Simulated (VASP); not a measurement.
# C (Fddd) in VASP: notebook, part 2 of 2

VASP 6.6.1.

**3. Single point, LDA**

This run uses another cell than the first one, of the same volume but with other edges.

INCAR reads:

```
ALGO = Normal ; EDIFF = 1E-6
ENCUT = 520 ; GGA = CA
ISIF = 2 ; ISMEAR = 0
LASPH = True ; LCHARG = False
LREAL = False ; LWAVE = False
NBANDS = 11 ; NELM = 80
PREC = Accurate ; SIGMA = 0.05
```

KPOINTS reads:

```
k-points
0
Gamma
  12 12 12
```

POSCAR reads:

```
C
1.0
    0.0000000000      2.0262211973      1.6421661991
    1.6289229233      0.0000000000      1.6421661991
    1.6289229233      2.0262211973      0.0000000000
C
2
Direct
    0.5000000000      0.5000000000      0.5000000000
    0.7500000000      0.7500000000      0.7500000000
```

Potentials or basis: VASP PAW LDA potentials, release 64 (C).

Started as:

```console
$ cat potpaw_LDA.64/C/POTCAR > POTCAR
$ mpirun -np 1 vasp_std > vasp.out
```

OUTCAR:

```text
EDIFF = 1E-6
   ENCUT = 520
   GGA = CA
   ISIF = 2
   ISMEAR = 0
   LASPH = True
   LREAL = False
   NELM = 80
   PREC = Accurate

 ion  position               nearest neighbor table
   1  0.500  0.500  0.500-   2 1.54   2 1.54   2 1.54   2 1.54
   2  0.750  0.750  0.750-   1 1.54   1 1.54   1 1.54   1 1.54

  LATTYP: Found a face centered orthorhombic cell.
 ALAT       =     3.2578458466
 B/A-ratio  =     1.0081300813
 C/A-ratio  =     1.2439024390

  Lattice vectors:

 A1 = (   0.0000000000,   2.0262211973,  -1.6421661991)
 A2 = (   1.6289229233,   2.0262211973,   0.0000000000)
 A3 = (   1.6289229233,   0.0000000000,  -1.6421661991)

Analysis of symmetry for initial positions (statically):
=====================================================================
 Subroutine PRICEL returns:
 Original cell was already a primitive cell.

 Routine SETGRP: Setting up the symmetry group for a
 face centered orthorhombic supercell.

 Subroutine GETGRP returns: Found  8 space group operations
 (whereof  4 operations were pure point group operations)
 out of a pool of  8 trial point group operations.

The static configuration has the point symmetry D_2 .
 The point group associated with its full space group is D_2h.

Analysis of symmetry for dynamics (positions and initial velocities):
=====================================================================
 Subroutine PRICEL returns:
 Original cell was already a primitive cell.

 Routine SETGRP: Setting up the symmetry group for a
 face centered orthorhombic supercell.

 Subroutine GETGRP returns: Found  8 space group operations
 (whereof  4 operations were pure point group operations)
 out of a pool of  8 trial point group operations.

The dynamic configuration has the point symmetry D_2 .
 The point group associated with its full space group is D_2h.

 Subroutine INISYM returns: Found  8 space group operations
 (whereof  4 operations are pure point group operations),
[... 116 lines left out ...]
     AMIX_MAG =   1.60;   BMIX_MAG =  1.00
  volume/ion in A,a.u.               =       5.42        36.58
  Fermi-wavevector in a.u.,A,eV,Ry     =   1.479426  2.795710 29.779100  2.188702
  Thomas-Fermi vector in A             =   2.593585
   LORBIT       =      0    0 simple, 1 ext, 2 COOP (PROOUT), +10 PAW based schemes
   GGA     = CA    functional components
   LHFCALC =     F    Hartree Fock is set to
   AEXX    =    0.0000 exact exchange contribution
   IVDW    =     0    specifies the selected vdW correction
   LEPSILON=     F    determine dielectric tensor
   LRPA    =     F    only Hartree local field effects (RPA)
 non-spin polarized calculation
 Gauss-broadening in eV      SIGMA  =   0.05
  energy-cutoff  :      520.00
  volume of cell :       10.84
 maximum number of plane-waves:       320
   NGX =  9   NGY =  9   NGZ =  9

 number of electron       8.0000000 magnetization

 Free energy of the ion-electron system (eV)
  ---------------------------------------------------
  ext. energy  EPLUGINS =         0.00000000
  ---------------------------------------------------
  free energy    TOTEN  =       -19.09797816 eV

  energy without entropy =      -19.09797816  energy(sigma->0) =      -19.09797816

 E-fermi :  12.1629     XC(G=0): -13.7628

 val. band max:       11.9101347609   @ k =   0.0000   0.0000   0.0000
 cond. band min:      13.2468216188   @ k =   0.0000   0.4167   0.4167
 fundamental gap:      1.3366868579
 Fermi energy:        12.1628738874

 k-point     1 :       0.0000    0.0000    0.0000
  band No.  band energies     occupation
      1     -11.4666      2.00000
      2       7.7344      2.00000
      3      11.8415      2.00000
      4      11.9101      2.00000
      5      15.6669      0.00000
      6      15.7663      0.00000
      7      18.3214      0.00000
      8      23.2040      0.00000
      9      30.6085      0.00000
     10      30.9908      0.00000
     11      32.5777      0.00000
[... 309 lines left out ...]
 k-point    24 :      -0.4167    0.1667    0.0000
  band No.  band energies     occupation
      1      -4.9892      2.00000
      2      -2.0077      2.00000
      3       4.5662      2.00000
      4       7.2613      2.00000
      5      16.0944      0.00000
      6      19.2770      0.00000
      7      24.9603      0.00000
      8      25.6122      0.00000
      9      29.5212      0.00000
     10      34.2172      0.00000
     11      37.2970      0.00000

 [... further k-points ...]
[... 5 lines left out ...]
  --------------------------------------------------------------------------------------
  -------------------------------------------------------------------------------------
  Total        6.4759043    -10.4966625      6.1823424      0.0000000      0.0000000      0.0000000
  in kB      957.1423029  -1551.4126256    913.7536941      0.0000000      0.0000000      0.0000000
  external PRESSURE =     106.4944572 kB  Pullay stress =       0.0000000 kB

 VOLUME and BASIS-vectors are now :
 -----------------------------------------------------------------------------
  energy-cutoff  :      520.00
  volume of cell :       10.84
      direct lattice vectors                 reciprocal lattice vectors
     0.000000000  2.026221197  1.642166199    -0.306951295  0.246764766  0.304475881
     1.628922923  0.000000000  1.642166199     0.306951295 -0.246764766  0.304475881
     1.628922923  2.026221197  0.000000000     0.306951295  0.246764766 -0.304475881

 POSITION                                       TOTAL-FORCE (eV/Angst)
 -----------------------------------------------------------------------------------
      1.62892      2.02622      1.64217         0.000000      0.000000      0.000000
      2.44338      3.03933      2.46325        -0.000000     -0.000000     -0.000000
 -----------------------------------------------------------------------------------
    total drift:                                0.000000     -0.000000      0.000000

  FREE ENERGIE OF THE ION-ELECTRON SYSTEM (eV)
  ---------------------------------------------------
  free  energy   TOTEN  =       -19.0979781645 eV

  energy  without entropy=      -19.0979781645  energy(sigma->0) =      -19.09797816
```

stdout:

```text
POSCAR found type information on POSCAR C
 POSCAR found :  1 types and       2 ions
 scaLAPACK will be used
 LDA part: xc-table for (Slater(with rela. corr.)+CA(PZ))
 , standard interpolation
 POSCAR, INCAR and KPOINTS ok, starting setup
 FFT: planning ... GRIDC
 FFT: planning ... GRID_SOFT
 FFT: planning ... GRID
 WAVECAR not read
 entering main loop
```

Run time: 38 s. Hardware: 1 thread of Intel Xeon 8259CL, shared host; peak memory 0.13 GiB.

What came out:

* Free energy: -19.0980 eV
* Pressure: 10.6 GPa
* Band gap on the k mesh: 1.34 eV, indirect (least direct gap 3.68 eV)

Levels at points of the mesh, in eV from the valence-band top:
| k point | band 1 | band 2 | band 3 | band 4 | band 5 | band 6 | band 7 | band 8 |
| --- | --- | --- | --- | --- | --- | --- | --- | --- |
| (0.00, 0.00, 0.00) | -23.38 | -4.18 | -0.07 | 0.00 | 3.76 | 3.86 | 6.41 | 11.29 |
| (0.50, 0.00, 0.00) | -17.08 | -15.18 | -6.43 | -1.95 | 2.97 | 8.03 | 11.53 | 14.46 |
| (0.50, 0.50, 0.00) | -13.13 | -13.13 | -8.64 | -8.64 | 2.11 | 2.11 | 13.85 | 13.85 |
| (0.50, 0.00, 0.50) | -16.48 | -16.48 | -5.50 | -5.50 | 7.01 | 7.01 | 14.63 | 14.63 |
| (0.00, 0.50, 0.50) | -12.98 | -12.98 | -8.77 | -8.77 | 1.90 | 1.90 | 13.99 | 13.99 |

Caveat: the cell differs from its parent crystal (strain +e along x and -e along y -0.1125, strain +e along z and -e/2 along x and y -0.0700). A k mesh can miss the band edges.

**4. Single point, LDA**

INCAR reads:

```
PREC = Accurate
ENCUT = 520
EDIFF = 1E-7
ISMEAR = 0
SIGMA = 0.05
LREAL = False
LASPH = True
NELM = 100
ALGO = Normal
ISIF = 2
LWAVE = False
LCHARG = False
NBANDS = 11
```

KPOINTS reads:

```
regular mesh
0
Gamma
  12 12 12
```

POSCAR reads:

```
C
1.0
    0.0000000000      1.7701845319      1.8893740141
    1.6377517739      0.0000000000      1.8893740141
    1.6377517739      1.7701845319      0.0000000000
C
2
Direct
    0.5000000000      0.5000000000      0.5000000000
    0.7500000000      0.7500000000      0.7500000000
```

Started as:

```console
$ cat potpaw_LDA.64/C/POTCAR > POTCAR
$ mpirun -np 1 vasp_std > vasp.out
```

Wall time 38 s (1 thread of Intel Xeon 8259CL, shared host); peak memory 0.13 GiB.

Results (log left out):

- Free energy: -19.9134 eV
- Pressure: 4.3 GPa
- Band gap on the k mesh: 1.46 eV, indirect (least direct gap 3.84 eV)

Stress tensor (GPa, compression positive):
```
 68.74   0.00   0.00
  0.00  10.31   0.00
  0.00   0.00 -66.04
```

Levels at points of the mesh, in eV from the valence-band top:
```
           k point  band 1  band 2  band 3  band 4  band 5  band 6  band 7  band 8  band 9
(0.00, 0.00, 0.00)  -22.83   -2.19   -0.93    0.00    3.84    4.80    5.60   13.05   18.60
(0.50, 0.00, 0.00)  -16.72  -14.75   -5.02   -2.79    5.52    7.46   10.31   14.85   20.70
(0.50, 0.50, 0.00)  -14.96  -14.96   -6.37   -6.37    5.50    5.50   15.37   15.37   21.15
(0.50, 0.00, 0.50)  -13.93  -13.93   -7.34   -7.34    4.00    4.00   15.12   15.12   21.63
(0.00, 0.50, 0.50)  -12.64  -12.64   -8.56   -8.56    2.07    2.07   16.14   16.14   23.20
```

Caveat: the cell differs from its parent crystal (strain +e along x and -e along y -0.0375, strain +e along z and -e/2 along x and y +0.0700). A k mesh can miss the band edges.

**5. Single point, LDA**

INCAR reads:

```
SYSTEM = C
ALGO = Normal
EDIFF = 1E-7
ENCUT = 520
GGA = CA
ISIF = 2
ISMEAR = 0
LASPH = .TRUE.
LCHARG = .FALSE.
LREAL = .FALSE.
LWAVE = .FALSE.
NBANDS = 11
NELM = 60
PREC = Accurate
SIGMA = 0.05
```

KPOINTS reads:

```
k-points
0
G
  12 12 12
  0 0 0
```

POSCAR reads:

```
C
1.0
    0.0000000000      2.0107707089      1.6730671760
    1.6134724349      0.0000000000      1.6730671760
    1.6134724349      2.0107707089      0.0000000000
C
2
Direct
    0.5000000000      0.5000000000      0.5000000000
    0.7500000000      0.7500000000      0.7500000000
```

Started as:

```console
$ cat potpaw_LDA.64/C/POTCAR > POTCAR
$ mpirun -np 1 vasp_std > vasp.out
```

Wall time 37 s (1 thread of Intel Xeon 8259CL, shared host); peak memory 0.13 GiB.

The run converged. Its results:

- Free energy: -19.2197 eV
- Pressure: 9.7 GPa
- Band gap on the k mesh: 0.99 eV, indirect (least direct gap 3.57 eV)

Stress tensor (GPa, compression positive):
```
  97.00    0.00    0.00
   0.00 -144.52    0.00
   0.00    0.00   76.70
```

Levels at points of the mesh, in eV from the valence-band top:
| k point | band 1 | band 2 | band 3 | band 4 | band 5 | band 6 | band 7 | band 8 | band 9 |
| --- | --- | --- | --- | --- | --- | --- | --- | --- | --- |
| (0.00, 0.00, 0.00) | -23.38 | -4.01 | -0.32 | 0.00 | 3.57 | 4.01 | 6.25 | 11.53 | 18.61 |
| (0.50, 0.00, 0.00) | -17.10 | -15.20 | -6.34 | -2.14 | 3.18 | 7.88 | 11.30 | 14.47 | 20.00 |
| (0.50, 0.50, 0.00) | -13.46 | -13.46 | -8.40 | -8.40 | 2.51 | 2.51 | 13.76 | 13.76 | 20.59 |
| (0.50, 0.00, 0.50) | -16.38 | -16.38 | -5.67 | -5.67 | 6.77 | 6.77 | 14.64 | 14.64 | 19.64 |
| (0.00, 0.50, 0.50) | -12.84 | -12.84 | -8.99 | -8.99 | 1.58 | 1.58 | 14.40 | 14.40 | 21.43 |

Caveat: the cell differs from its parent crystal (strain +e along x and -e along y -0.1125, strain +e along z and -e/2 along x and y -0.0525).

**6. Overview**

```csv
cell,gap on the mesh (eV),pressure (GPa)
"a = 2.681, b = 2.416, c = 2.426 Å, angles 67.3, 56.2, 56.6°, 2 atoms",none,10.1
"a = 2.608, b = 2.313, c = 2.600 Å, angles 63.8, 52.7, 63.4°, 2 atoms",1.34,10.6
"a = 2.589, b = 2.500, c = 2.412 Å, angles 63.6, 59.9, 56.5°, 2 atoms",1.46,4.3
"a = 2.616, b = 2.324, c = 2.578 Å, angles 64.3, 53.2, 62.6°, 2 atoms",0.99,9.7
```

Alike in all rows: task single point; level LDA; potentials or basis VASP PAW LDA potentials, release 64 (C); no spin polarisation; k mesh 12 × 12 × 12; cutoff (eV) 520; smearing gaussian 0.05 eV.

Total energies depend on the potentials used, so only differences within one code and one set of settings carry meaning.
